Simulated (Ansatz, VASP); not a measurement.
Cd: VASP beside Ansatz

```xyz
2
Lattice="2.9754 0.0000 0.0000 -1.4877 2.5768 0.0000 0.0000 0.0000 5.8900" Properties=species:S:1:pos:R:3 pbc="T T T"
Cd    0.0000    1.7179    1.4725
Cd    1.4877    0.8589    4.4175
```

Alike in both runs: task single point; functional RPBE; k mesh 19 × 19 × 9; occupations fermi-dirac, width 0.1 eV; no spin polarisation.

```csv
,VASP,Ansatz
version,VASP 6.6.1,Ansatz 0.2.0
potentials or method,"VASP PAW PBE potentials, release 64 (Cd), cutoff 520 eV","plane waves (420 eV) with PAW, scalar-relativistic"
valence electrons in the cell,24,40
```

VASP gave:

- pressure (GPa): 4.1
- traceless stress, the component that is largest in VASP (GPa): -1.89

Task: What did Ansatz give for the same quantities?

Result: Pressure (GPa): 3.8; traceless stress, the component that is largest in VASP (GPa): -1.73.

VASP's potentials were made for PBE, not for RPBE. The functional is the same, so the differences come from potentials, cutoffs and numerics. VASP's potentials hold 24 valence electrons a cell and Ansatz's 40, so a difference there can come from the potentials and not from the codes.
